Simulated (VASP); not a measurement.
The system is TePtSe3.

```xyz
5
Lattice="5.2532 0.0000 0.0000 0.0000 5.2532 0.0000 0.0000 0.0000 5.2532" Properties=species:S:1:pos:R:3 pbc="T T T"
Te    2.6266    2.6266    2.6266
Pt    0.0000    0.0000    0.0000
Se    2.6266    0.0000    0.0000
Se    0.0000    2.6266    0.0000
Se    0.0000    0.0000    2.6266
```

The cell was generated, and may not be a known phase.

| Property | Result |
| --- | --- |
| Program | VASP 6.6.1 |
| Task | relaxation of cell and atoms |
| Functional | PBE |
| Potentials or basis | VASP PAW PBE potentials, release 64 (Te, Pt, Se) |
| Cutoff | 600 eV |
| k mesh | 4 × 4 × 4 |
| Occupations | gaussian, width 0.1 eV |
| Spin | no spin polarisation |

At the start: pressure -8.5 GPa; volume 28.99 Å³/atom.

Q: How do energy, volume and symmetry change on relaxing?

A: Over 3 steps the energy falls by 145.0 meV/atom and the volume is 24.40 Å³/atom (-15.9 %); space group Pm-3m (No. 221, to 0.1 Å) before and after.

Step by step:
| step | energy change (eV) | largest force (eV/Å) | pressure (GPa) | volume (Å³) |
| --- | --- | --- | --- | --- |
| 1 | 0.0000 | 0.0000 | -8.53 | 144.97 |
| 2 | -0.6172 | 0.0000 | 5.07 | 114.94 |
| 3 | -0.7251 | 0.0000 | 0.05 | 121.98 |

Final structure:
```
Te Pt Se
1.0
     4.95939    0.00000    0.00000
     0.00000    4.95939    0.00000
     0.00000    0.00000    4.95939
Te Pt Se
1 1 3
Direct
  0.50000 0.50000 0.50000
  0.00000 0.00000 0.00000
  0.50000 0.00000 0.00000
  0.00000 0.50000 0.00000
  0.00000 0.00000 0.50000
```

Caveat: the volume moved by over 15 % at a fixed basis, so the end points are rough.
